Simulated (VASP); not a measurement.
# Zn7CdSi8P16 (P1) in VASP: notebook, part 2 of 2

VASP 6.6.1. Earlier steps stand in the parts before.

**3. Single point, PBEsol**

The input, INCAR:

```
SYSTEM = Zn7CdSi8P16
ALGO     = Normal         ! electronic algorithm
EDIFF    = 1E-6           ! SCF threshold, eV
ENCUT    = 500            ! plane-wave cutoff, eV
GGA      = PS             ! functional
GGA_COMPAT= .False.      
ISIF     = 2              ! what is computed and relaxed
ISMEAR   = -1             ! smearing method
ISYM     = -1           
LASPH    = .True.         ! aspherical terms in the spheres
LCHARG   = .True.         ! write CHGCAR
LELF     = .True.         ! ELF
LREAL    = Auto         
LVHAR    = .True.       
LWAVE    = .False.        ! write WAVECAR
NBANDS   = 246            ! bands
NELM     = 120            ! most SCF steps
PREC     = Accurate       ! precision mode
SIGMA    = 0.05           ! smearing width, eV
```

The input, KPOINTS:

```
explicit points
1
Reciprocal
  0.25000000   0.25000000   0.25000000 1
```

The input, POSCAR:

```
Zn7CdSi8P16
1.0
   10.7718358926     -0.0000530007     -0.0000160172
   -0.0000529854     10.7749409251     -0.0000160173
   -0.0000149955     -0.0000149999     10.4633535743
Zn Cd Si P
14 2 16 32
Direct
    0.0007370000      0.0021240000      0.9981890000
    0.9977820000      0.4988330000      0.9980380000
    0.4999280000      0.5004760000      0.9997360000
    0.0006840000      0.2496850000      0.2501680000
    0.4986270000      0.2515610000      0.2519700000
    0.5016290000      0.7483580000      0.2519390000
    0.2485960000      0.9977960000      0.7481220000
    0.2501530000      0.5002750000      0.7499920000
    0.7520570000      0.0008320000      0.7487200000
    0.7502200000      0.4996820000      0.7492890000
    0.2495690000      0.2507390000      0.5006920000
    0.2515260000      0.7488650000      0.5014490000
    0.7493620000      0.2502110000      0.4999990000
    0.7479710000      0.7519240000      0.5020560000
    0.5003390000      0.0013050000      0.0009970000
    0.0015170000      0.7511630000      0.2511930000
    0.0006460000      0.0031690000      0.5017320000
    0.0000240000      0.4985590000      0.5002620000
    0.5006850000      0.0008350000      0.4993750000
    0.5005070000      0.5002190000      0.4983450000
    0.2508640000      0.0030770000      0.2509970000
    0.2524470000      0.4982940000      0.2484520000
    0.7503630000      0.0030480000      0.2499590000
    0.7483690000      0.4985040000      0.2496850000
    0.2484410000      0.2528360000      0.9981630000
    0.2501050000      0.7479030000      0.9982530000
    0.7529350000      0.2533070000      0.9994360000
    0.7505550000      0.7481740000      0.9970470000
    0.0004300000      0.2509560000      0.7497790000
    0.0005940000      0.7504300000      0.7488120000
    0.4999550000      0.2526290000      0.7478400000
    0.5002920000      0.7486920000      0.7467560000
    0.1330160000      0.1256710000      0.1237120000
    0.1372030000      0.6161520000      0.1171810000
    0.6387080000      0.1352020000      0.1315870000
    0.6328340000      0.6249280000      0.1243030000
    0.1173790000      0.1258990000      0.6259020000
    0.1171750000      0.6243830000      0.6239170000
    0.6172500000      0.1249230000      0.6251980000
    0.6169670000      0.6235370000      0.6235200000
    0.3688490000      0.3733200000      0.1237150000
    0.3604920000      0.8674810000      0.1319470000
    0.8690700000      0.3761740000      0.1253860000
    0.8607070000      0.8813030000      0.1169580000
    0.3757800000      0.1191990000      0.3752270000
    0.3747740000      0.6167780000      0.3743840000
    0.8754490000      0.1179070000      0.3753590000
    0.8672430000      0.6112360000      0.3814370000
    0.1254060000      0.3826230000      0.3739680000
    0.1322020000      0.8909530000      0.3834360000
    0.6236340000      0.3814190000      0.3746030000
    0.6253180000      0.8838040000      0.3738650000
    0.1229500000      0.3693260000      0.8739040000
    0.1245180000      0.8667470000      0.8749670000
    0.6247830000      0.3680190000      0.8745020000
    0.6300500000      0.8608260000      0.8664400000
    0.3827010000      0.3766260000      0.6234230000
    0.3833640000      0.8749520000      0.6240950000
    0.8827430000      0.3740300000      0.6247890000
    0.8835710000      0.8756000000      0.6238290000
    0.3675650000      0.1390280000      0.8665570000
    0.3760610000      0.6328750000      0.8734120000
    0.8752660000      0.1338120000      0.8740370000
    0.8762220000      0.6316500000      0.8733650000
```

Potentials or basis: VASP PAW PBE potentials, release 64 (Zn, Cd, Si, P).

Started as:

```console
> cat potpaw_PBE.64/Zn/POTCAR potpaw_PBE.64/Cd/POTCAR potpaw_PBE.64/Si/POTCAR potpaw_PBE.64/P/POTCAR > POTCAR
> mpirun -np 1 vasp_std > vasp.out
```

OUTCAR:

```text
SYSTEM = Zn7CdSi8P16
   EDIFF = 1E-6
   ENCUT = 500
   GGA = PS
   ISIF = 2
   ISMEAR = -1
   ISYM = -1
   LASPH = .True.
   LREAL = Auto
   NELM = 120
   PREC = Accurate

 ion  position               nearest neighbor table
   1  0.001  0.002  0.998-  44 2.35  33 2.35  63 2.35  54 2.36
   2  0.998  0.499  0.998-  34 2.33  43 2.33  53 2.33  64 2.34
   3  0.500  0.500  1.000-  36 2.36  41 2.36  62 2.36  55 2.36
   4  0.001  0.250  0.250-  49 2.35  47 2.36  33 2.36  43 2.36
   5  0.499  0.252  0.252-  51 2.33  35 2.33  45 2.33  41 2.34
   6  0.502  0.748  0.252-  46 2.35  52 2.35  42 2.35  36 2.36
[... 56 lines left out ...]
  63  0.875  0.134  0.874-  29 2.26  27 2.26   1 2.35   9 2.35
  64  0.876  0.632  0.873-  28 2.25  30 2.27   2 2.34  10 2.36

IMPORTANT INFORMATION: All symmetrisations will be switched off!
NOSYMM: (Re-)initialisation of all symmetry stuff for point group C_1.

----------------------------------------------------------------------------------------

                                     Primitive cell

  volume of cell :    1214.4385

[... 226 lines left out ...]
  band No.  band energies     occupation
      1      -8.3053      2.00000
      2      -7.9188      2.00000
      3      -7.9026      2.00000
      4      -7.8190      2.00000
      5      -7.5844      2.00000
      6      -7.5779      2.00000
[... 212 lines left out ...]
    219       7.0411      0.00000
    220       7.1129      0.00000
 [bands above 220 left out]

------------------------ aborting loop because EDIFF is reached ----------------------------------------

  FORCE on cell =-STRESS in cart. coord.  units (eV):
  Direction    XX          YY          ZZ          XY          YZ          ZX
  --------------------------------------------------------------------------------------
  -------------------------------------------------------------------------------------
  Total        1.2070037      1.1377222      1.1718002     -4.9394509     -4.8319319     -4.9247425
  in kB        1.5923689      1.5009674      1.5459257     -6.5164899     -6.3746428     -6.4970855
  external PRESSURE =       1.5464207 kB  Pullay stress =       0.0000000 kB

 VOLUME and BASIS-vectors are now :
 -----------------------------------------------------------------------------
  energy-cutoff  :      500.00
  volume of cell :     1214.44
      direct lattice vectors                 reciprocal lattice vectors
    10.771835893 -0.000053001 -0.000016017     0.092834686  0.000000457  0.000000133
    -0.000052985 10.774940925 -0.000016017     0.000000457  0.092807933  0.000000133
    -0.000014996 -0.000015000 10.463353574     0.000000142  0.000000142  0.095571653

 POSITION                                       TOTAL-FORCE (eV/Angst)
 -----------------------------------------------------------------------------------
      0.00792      0.02287     10.44440         0.000302     -0.000414      0.000308
     10.74790      5.37483     10.44280        -0.002483      0.003478      0.000214
      5.38510      5.39256     10.46058         0.000273      0.002432      0.001069
      0.00735      2.69034      2.61759        -0.001404      0.000242      0.001262
      5.37111      2.71052      2.63644        -0.000548      0.001881      0.003312
      5.40342      8.06348      2.63611         0.000226     -0.000504      0.003690
[... 56 lines left out ...]
      9.42820      1.44176      9.14534        -0.002760      0.018069     -0.005391
      9.43847      6.80593      9.13830        -0.002762      0.015064     -0.002015
 -----------------------------------------------------------------------------------
    total drift:                               -0.038030     -0.004308     -0.023374

  FREE ENERGIE OF THE ION-ELECTRON SYSTEM (eV)
  ---------------------------------------------------
  free  energy   TOTEN  =      -319.9333519876 eV

  energy  without entropy=     -319.9333518983  energy(sigma->0) =     -319.93335194
```

OSZICAR:

```text
N       E                     dE             d eps       ncg     rms          rms(c)
DAV:   1     0.314917610773E+04    0.31492E+04   -0.16833E+05   492   0.167E+03
DAV:   2     0.208511151316E+03   -0.29407E+04   -0.28248E+04   492   0.400E+02
DAV:   3    -0.293949110556E+03   -0.50246E+03   -0.47612E+03   546   0.156E+02
DAV:   4    -0.330471999307E+03   -0.36523E+02   -0.36007E+02   576   0.414E+01
DAV:   5    -0.331705863706E+03   -0.12339E+01   -0.12259E+01   576   0.749E+00    0.338E+01
DAV:   6    -0.320343777590E+03    0.11362E+02   -0.31468E+01   648   0.576E+01    0.228E+01
DAV:   7    -0.320213637806E+03    0.13014E+00   -0.32666E+01   568   0.138E+01    0.112E+01
DAV:   8    -0.320034448395E+03    0.17919E+00   -0.16163E+00   648   0.507E+00    0.398E+00
DAV:   9    -0.319955115716E+03    0.79333E-01   -0.42470E-01   640   0.371E+00    0.118E+00
DAV:  10    -0.319931382806E+03    0.23733E-01   -0.14814E-01   664   0.194E+00    0.456E-01
DAV:  11    -0.319932970815E+03   -0.15880E-02   -0.21338E-02   728   0.849E-01    0.371E-01
DAV:  12    -0.319933430191E+03   -0.45938E-03   -0.35172E-03   648   0.205E-01    0.204E-01
DAV:  13    -0.319933343755E+03    0.86437E-04   -0.23426E-03   640   0.344E-01    0.517E-02
DAV:  14    -0.319933344038E+03   -0.28385E-06   -0.31273E-04   648   0.135E-01    0.384E-02
DAV:  15    -0.319933351549E+03   -0.75105E-05   -0.49922E-05   648   0.335E-02    0.226E-02
DAV:  16    -0.319933351736E+03   -0.18694E-06   -0.22470E-05   600   0.363E-02    0.704E-03
DAV:  17    -0.319933351988E+03   -0.25166E-06   -0.30780E-06   320   0.846E-03
   1 F= -.31993335E+03 E0= -.31993335E+03  d E =-.892921E-07
```

stdout:

```text
POSCAR found type information on POSCAR ZnCdSiP
 POSCAR found :  4 types and      64 ions
 scaLAPACK will be used
 -----------------------------------------------------------------------------
|                                                                             |
|                                                                             |
|     You enforced a specific xc type in the INCAR file but a different       |
|     I HOPE YOU KNOW WHAT YOU ARE DOING!                                     |
|                                                                             |
 -----------------------------------------------------------------------------

 LDA part: xc-table for (Slater+PW92), standard interpolation
 POSCAR, INCAR and KPOINTS ok, starting setup
 FFT: planning ... GRIDC
 FFT: planning ... GRID_SOFT
 FFT: planning ... GRID
 WAVECAR not read
 entering main loop
```

It took 6.8 min on 1 thread of Intel Xeon 6975P-C (Granite Rapids), shared host; peak memory 1.1 GiB.

What came out:

- Free energy: -319.9334 eV
- Pressure: 0.2 GPa
- Largest force: 0.035 eV/Å
- Band gap on the k mesh: 1.79 eV

Forces on the atoms (eV/Å):
```
Zn   0.000  0.000  0.000
Zn  -0.002  0.003  0.000
Zn   0.000  0.002  0.001
Zn  -0.001  0.000  0.001
Zn  -0.001  0.002  0.003
Zn   0.000 -0.001  0.004
Zn   0.000  0.001 -0.003
Zn   0.001 -0.001 -0.003
Zn   0.000  0.000 -0.001
Zn   0.000 -0.001 -0.001
Zn   0.001 -0.001  0.001
Zn   0.002 -0.001  0.003
Zn   0.003  0.001  0.003
Zn  -0.001  0.000  0.003
Cd  -0.001  0.001  0.003
Cd   0.000 -0.002 -0.003
Si  -0.002 -0.004  0.001
Si  -0.001  0.007 -0.001
Si  -0.004 -0.005 -0.003
Si   0.000  0.002  0.003
Si  -0.001 -0.005 -0.001
Si  -0.004  0.000 -0.002
Si   0.004 -0.005  0.000
Si   0.003  0.000 -0.001
Si   0.001 -0.005 -0.001
Si  -0.002  0.008 -0.005
Si  -0.002 -0.006 -0.001
Si  -0.002  0.003  0.002
Si  -0.002 -0.003  0.001
Si  -0.001 -0.002 -0.001
Si   0.000 -0.005  0.000
Si  -0.002  0.000  0.003
P    0.016 -0.001 -0.003
P    0.025 -0.007 -0.008
P    0.030  0.009  0.011
P    0.013 -0.003 -0.001
P   -0.012  0.001  0.000
P   -0.014  0.000  0.002
P   -0.008  0.002  0.004
P   -0.012  0.002 -0.001
P   -0.014  0.003  0.000
P   -0.026 -0.008  0.013
P   -0.014 -0.001  0.006
P   -0.027  0.011 -0.006
P   -0.002 -0.018  0.000
P    0.001 -0.011  0.000
P   -0.002 -0.014 -0.002
P   -0.011 -0.029  0.014
P    0.003  0.013 -0.001
P    0.011  0.030  0.015
P    0.005  0.018 -0.001
P   -0.005  0.017 -0.005
P    0.002 -0.019 -0.002
P    0.006 -0.013  0.004
P    0.002 -0.014  0.001
P    0.009 -0.026 -0.011
P    0.014  0.000  0.000
P    0.017 -0.002 -0.006
P    0.009  0.002 -0.002
P    0.017 -0.004 -0.006
P   -0.014  0.027 -0.010
P    0.000  0.016 -0.005
P   -0.003  0.018 -0.005
P   -0.003  0.015 -0.002
```

Caveat: the PAW data sets were made with another functional, which shifts forces and pressure a little; a shifted mesh leaves out Γ, where band edges can lie. A k mesh can miss the band edges.
